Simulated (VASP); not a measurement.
# Ge (Cmcm) in VASP: single point with PBE

Aim: the single point of Ge with PBE.

Program: VASP 6.6.1. These are calculated values, not measurements. Logs are shortened: lines on timing, memory, paths and dates and some standing lists are left out, and cuts for length are marked.

### Step 1. The cell of the first run

Symmetry: Cmcm, No. 63, orthorhombic system. Conventional cell: a = 6.046 Å, b = 12.604 Å, c = 4.064 Å, α = 90.00°, β = 90.00°, γ = 90.00°. Ge (site symmetry m) has 4 Ge at 2.50 to 2.51 Å within 3.3 Å. Ge (site symmetry m2m) has 4 Ge at 2.47 to 2.50 Å within 3.3 Å.

### Step 2. Single point, PBE

Input file INCAR:

```
PREC = Accurate
ENCUT = 520
EDIFF = 1E-6
ISMEAR = 0
SIGMA = 0.1
LREAL = F
LASPH = T
NELM = 80
ALGO = Normal
ISIF = 2
LWAVE = F
LCHARG = T
GGA = PE
LELF = T
LVHAR = T
NBANDS = 51
```

Input file KPOINTS:

```
regular mesh
0
Gamma
  4 4 4
```

Input file POSCAR:

```
Ge
1.0
    3.0228118000     -6.3021435000      0.0000000000
    3.0228118000      6.3021435000      0.0000000000
    0.0000000000      0.0000000000      4.0643547000
Ge
6
Direct
    0.0112280000      0.4018930000      0.2500000000
    0.4018930000      0.0112280000      0.7500000000
    0.5981070000      0.9887720000      0.2500000000
    0.9887720000      0.5981070000      0.7500000000
    0.4443940000      0.5556060000      0.2500000000
    0.5556060000      0.4443940000      0.7500000000
```

Potentials or basis: VASP PAW PBE potentials, release 64 (Ge_d).

Started as:

```bash
cat potpaw_PBE.64/Ge_d/POTCAR > POTCAR
mpirun -np 1 vasp_std > vasp.out
```

OUTCAR:

```text
PREC = Accurate
   ENCUT = 520
   EDIFF = 1E-6
   ISMEAR = 0
   LREAL = F
   LASPH = T
   NELM = 80
   ISIF = 2
   GGA = PE

 ion  position               nearest neighbor table
   1  0.011  0.402  0.250-   3 2.50   5 2.50   4 2.51   4 2.51
   2  0.402  0.011  0.750-   4 2.50   6 2.50   3 2.51   3 2.51
   3  0.598  0.989  0.250-   1 2.50   5 2.50   2 2.51   2 2.51
   4  0.989  0.598  0.750-   2 2.50   6 2.50   1 2.51   1 2.51
   5  0.444  0.556  0.250-   6 2.47   6 2.47   1 2.50   3 2.50
   6  0.556  0.444  0.750-   5 2.47   5 2.47   2 2.50   4 2.50

  LATTYP: Found a base centered orthorhombic cell.
 ALAT       =     6.0456236000
 B/A-ratio  =     2.0848613533
 C/A-ratio  =     0.6722804741

  Lattice vectors:

 A1 = (   3.0228118000,  -6.3021435000,   0.0000000000)
 A2 = (   3.0228118000,   6.3021435000,   0.0000000000)
 A3 = (   0.0000000000,   0.0000000000,   4.0643547000)

Analysis of symmetry for initial positions (statically):
=====================================================================
 Subroutine PRICEL returns:
 Original cell was already a primitive cell.

 Routine SETGRP: Setting up the symmetry group for a
 base centered orthorhombic supercell.

 Subroutine GETGRP returns: Found  8 space group operations
 (whereof  4 operations were pure point group operations)
 out of a pool of  8 trial point group operations.

The static configuration has the point symmetry C_2h.
 The point group associated with its full space group is D_2h.

Analysis of symmetry for dynamics (positions and initial velocities):
=====================================================================
 Subroutine PRICEL returns:
 Original cell was already a primitive cell.

 Routine SETGRP: Setting up the symmetry group for a
 base centered orthorhombic supercell.

 Subroutine GETGRP returns: Found  8 space group operations
 (whereof  4 operations were pure point group operations)
 out of a pool of  8 trial point group operations.

The dynamic configuration has the point symmetry C_2h.
 The point group associated with its full space group is D_2h.

 Subroutine INISYM returns: Found  8 space group operations
 (whereof  4 operations are pure point group operations),
 and found     1 'primitive' translations

----------------------------------------------------------------------------------------

                                     Primitive cell

  volume of cell :     154.8535

  direct lattice vectors                    reciprocal lattice vectors
     3.022811800 -6.302143500  0.000000000     0.165408908 -0.079338086  0.000000000
     3.022811800  6.302143500  0.000000000     0.165408908  0.079338086  0.000000000
     0.000000000  0.000000000  4.064354700     0.000000000  0.000000000  0.246041518

  length of vectors
     6.989592540  6.989592540  4.064354700     0.183452007  0.183452007  0.246041518

  position of ions in fractional coordinates (direct lattice)
     0.011228000  0.401893000  0.250000000
     0.401893000  0.011228000  0.750000000
     0.598107000  0.988772000  0.250000000
     0.988772000  0.598107000  0.750000000
     0.444394000  0.555606000  0.250000000
     0.555606000  0.444394000  0.750000000

  ion indices of the primitive-cell ions
   primitive index   ion index
                 1           1
                 2           2
                 3           3
                 4           4
                 5           5
                 6           6

----------------------------------------------------------------------------------------

 KPOINTS: regular mesh

Automatic generation of k-mesh.
 Grid dimensions read from file:
 generate k-points for:    4    4    4

 Generating k-lattice:

  Cartesian coordinates                     Fractional coordinates (reciprocal lattice)
     0.041352227 -0.019834521  0.000000000     0.250000000  0.000000000  0.000000000
     0.041352227  0.019834521  0.000000000     0.000000000  0.250000000  0.000000000
     0.000000000  0.000000000  0.061510379     0.000000000  0.000000000  0.250000000

  Length of vectors
     0.045863002  0.045863002  0.061510379

  Shift w.r.t. Gamma in fractional coordinates (k-lattice)
     0.000000000  0.000000000  0.000000000

 Subroutine IBZKPT returns following result:
 ===========================================

 Found     21 irreducible k-points:

 Following reciprocal coordinates:
            Coordinates               Weight
  0.000000  0.000000  0.000000      1.000000
  0.250000 -0.000000  0.000000      4.000000
  0.500000 -0.000000  0.000000      2.000000
  0.250000  0.250000  0.000000      2.000000
  0.500000  0.250000  0.000000      4.000000
 -0.250000  0.250000  0.000000      2.000000
[... 13 lines left out ...]
 -0.250000  0.250000  0.500000      2.000000
  0.500000  0.500000  0.500000      1.000000
   k-points           NKPTS =     21   k-points in BZ     NKDIM =     21   number of bands    NBANDS=     51
   number of dos      NEDOS =    301   number of ions     NIONS =      6
   total plane-waves  NPLWV =  87480
   dimension x,y,z NGX =    54 NGY =   54 NGZ =   30
   dimension x,y,z NGXF=   108 NGYF=  108 NGZF=   60
   ions per type =               6
   NGX,Y,Z   is equivalent  to a cutoff of  12.84, 12.84, 12.27 a.u.
   NGXF,Y,Z  is equivalent  to a cutoff of  25.69, 25.69, 24.54 a.u.
 SYSTEM =  unknown system
   PREC   = accura    normal or accurate (medium, high low for compatibility)
   ISTART =      0    job   : 0-new  1-cont  2-samecut
   ICHARG =      2    charge: 1-file 2-atom 10-const
   ISPIN  =      1    spin polarized calculation?
   LNONCOLLINEAR =      F non collinear calculations
   LSORBIT =      F    spin-orbit coupling
   LASPH  =      T    aspherical Exc in radial PAW
   ENCUT  =  520.0 eV  38.22 Ry    6.18 a.u.  13.00 13.00  7.56*2*pi/ulx,y,z
   NELM   =     80;   NELMIN=  2; NELMDL= -5     # of ELM steps
   EDIFF  = 0.1E-05   stopping-criterion for ELM
   LREAL  =      F    real-space projection
   EDIFFG = 0.1E-04   stopping-criterion for IOM
   NSW    =      0    number of steps for IOM
   IBRION =     -1    ionic relax: 0-MD 1-quasi-New 2-CG
   NFREE  =      0    steps in history (QN), initial steepest desc. (CG)
   ISIF   =      2    stress and relaxation
   ISYM   =      2    0-nonsym 1-usesym 2-fastsym
   POTIM  = 0.5000    time-step for ionic-motion
   TEBEG  =    0.0;   TEEND  =   0.0 temperature during run
   PSTRESS=    0.0 pullay stress
   NELECT =      84.0000    total number of electrons
   NUPDOWN=      -1.0000    fix difference up-down
   EMIN   =  10.00;   EMAX   =-10.00  energy-range for DOS
   EFERMI =   0.00;   METHOD = LEGACY
   ISMEAR =     0;   SIGMA  =   0.10  broadening in eV -4-tet -1-fermi 0-gaus
   EFERMI_NEDOS =   21; number of points for ismear=-14 and -15
   IALGO  =     38    algorithm
   IMIX   =      4    mixing-type and parameters
     AMIX     =   0.40;   BMIX     =  1.00
     AMIX_MAG =   1.60;   BMIX_MAG =  1.00
  volume/ion in A,a.u.               =      25.81       174.17
  Fermi-wavevector in a.u.,A,eV,Ry     =   1.335142  2.523053 24.253817  1.782605
  Thomas-Fermi vector in A             =   2.463869
   LORBIT       =      0    0 simple, 1 ext, 2 COOP (PROOUT), +10 PAW based schemes
   GGA     = PE    functional components
   LHFCALC =     F    Hartree Fock is set to
   AEXX    =    0.0000 exact exchange contribution
   IVDW    =     0    specifies the selected vdW correction
   LEPSILON=     F    determine dielectric tensor
   LRPA    =     F    only Hartree local field effects (RPA)
 non-spin polarized calculation
 Gauss-broadening in eV      SIGMA  =   0.10
  energy-cutoff  :      520.00
  volume of cell :      154.85
 maximum number of plane-waves:      4212
 NGX is ok and might be reduce to    54
   NGX = 25   NGY = 25   NGZ = 15

 number of electron      83.9999961 magnetization

 Free energy of the ion-electron system (eV)
  ---------------------------------------------------
  ext. energy  EPLUGINS =         0.00000000
  ---------------------------------------------------
  free energy    TOTEN  =       -26.45523205 eV

  energy without entropy =      -26.45230297  energy(sigma->0) =      -26.45376751

 E-fermi :   3.6812     XC(G=0):  -9.1316

 val. band max:        3.6742205349   @ k =   0.0000   0.0000   0.0000
 cond. band min:       3.8918738851   @ k =   0.2500  -0.0000   0.0000
 fundamental gap:      0.2176533502
 Fermi energy:         3.6812392206

 k-point     1 :       0.0000    0.0000    0.0000
  band No.  band energies     occupation
      1     -21.0498      2.00000
      2     -20.9962      2.00000
      3     -20.9918      2.00000
      4     -20.9881      2.00000
      5     -20.9707      2.00000
      6     -20.9522      2.00000
[... 43 lines left out ...]
     50       8.4310      0.00000
     51       8.5892      0.00000

 k-point     2 :       0.2500   -0.0000    0.0000
  band No.  band energies     occupation
      1     -21.0500      2.00000
      2     -21.0054      2.00000
      3     -20.9949      2.00000
      4     -20.9872      2.00000
      5     -20.9763      2.00000
      6     -20.9529      2.00000
[... 43 lines left out ...]
     50       8.8464      0.00000
     51       9.0393      0.00000

 k-point     3 :       0.5000   -0.0000    0.0000
  band No.  band energies     occupation
      1     -21.0502      2.00000
      2     -21.0127      2.00000
      3     -20.9949      2.00000
      4     -20.9867      2.00000
      5     -20.9805      2.00000
      6     -20.9537      2.00000
[... 43 lines left out ...]
     50       8.8768      0.00000
     51       9.2565      0.00000
[... 865 lines left out ...]
 k-point    20 :      -0.2500    0.2500    0.5000
  band No.  band energies     occupation
      1     -21.0391      2.00000
      2     -21.0391      2.00000
      3     -20.9973      2.00000
      4     -20.9973      2.00000
      5     -20.9520      2.00000
      6     -20.9520      2.00000
[... 43 lines left out ...]
     50       9.9058      0.00000
     51      10.1324      0.00000

 k-point    21 :       0.5000    0.5000    0.5000
  band No.  band energies     occupation
      1     -21.0372      2.00000
      2     -21.0372      2.00000
      3     -20.9949      2.00000
      4     -20.9949      2.00000
      5     -20.9518      2.00000
      6     -20.9518      2.00000
[... 43 lines left out ...]
     50       9.2886      0.00000
     51       9.9894      0.00000

------------------------ aborting loop because EDIFF is reached ----------------------------------------

  FORCE on cell =-STRESS in cart. coord.  units (eV):
  Direction    XX          YY          ZZ          XY          YZ          ZX
  --------------------------------------------------------------------------------------
  -------------------------------------------------------------------------------------
  Total       -0.4059570     -0.3121987      0.8269874      0.0000000      0.0000000      0.0000000
  in kB       -4.2001971     -3.2301350      8.5563483      0.0000000      0.0000000      0.0000000
  external PRESSURE =       0.3753387 kB  Pullay stress =       0.0000000 kB

 VOLUME and BASIS-vectors are now :
 -----------------------------------------------------------------------------
  energy-cutoff  :      520.00
  volume of cell :      154.85
      direct lattice vectors                 reciprocal lattice vectors
     3.022811800 -6.302143500  0.000000000     0.165408908 -0.079338086  0.000000000
     3.022811800  6.302143500  0.000000000     0.165408908  0.079338086  0.000000000
     0.000000000  0.000000000  4.064354700     0.000000000  0.000000000  0.246041518

 POSITION                                       TOTAL-FORCE (eV/Angst)
 -----------------------------------------------------------------------------------
      1.24879      2.46203      1.01609        -0.004983     -0.003462     -0.000000
      1.24879     -2.46203      3.04827        -0.004983      0.003462     -0.000000
      4.79684      2.46203      1.01609         0.004983     -0.003462     -0.000000
      4.79684     -2.46203      3.04827         0.004983      0.003462     -0.000000
      3.02281      0.70087      1.01609        -0.000000     -0.019746      0.000000
      3.02281     -0.70087      3.04827        -0.000000      0.019746      0.000000
 -----------------------------------------------------------------------------------
    total drift:                               -0.000000     -0.000000     -0.000000

  FREE ENERGIE OF THE ION-ELECTRON SYSTEM (eV)
  ---------------------------------------------------
  free  energy   TOTEN  =       -26.4552320546 eV

  energy  without entropy=      -26.4523029742  energy(sigma->0) =      -26.45376751
```

It took 3.8 min on 1 thread of Intel Xeon 6975P-C, shared host; peak memory 0.33 GiB.

Results:

```
Free energy   : -26.4552 eV
Pressure      : 0.0 GPa
Largest force : 0.020 eV/Å
```

Forces on the atoms (eV/Å):
```
Ge  -0.005 -0.003  0.000
Ge  -0.005  0.003  0.000
Ge   0.005 -0.003  0.000
Ge   0.005  0.003  0.000
Ge   0.000 -0.020  0.000
Ge   0.000  0.020  0.000
```

Levels at points of the mesh, in eV from the Fermi level:
```csv
k point,band 40,band 41,band 42,band 43,band 44,band 45
"(0.00, 0.00, 0.00)",-0.68,-0.08,-0.06,-0.01,0.56,0.70
"(0.50, 0.00, 0.00)",-1.43,-0.70,-0.63,0.76,1.35,1.88
"(0.50, 0.50, 0.00)",-1.66,-1.33,-0.11,0.37,1.85,2.87
"(0.00, 0.00, 0.50)",-3.32,-2.02,-2.02,2.27,2.27,3.87
"(0.50, 0.00, 0.50)",-2.10,-1.25,-1.25,0.45,0.45,2.13
"(0.50, 0.50, 0.50)",-2.18,-1.57,-1.57,0.77,0.77,2.04
```

Caveat: the k points lie up to 0.39 Å⁻¹ apart.
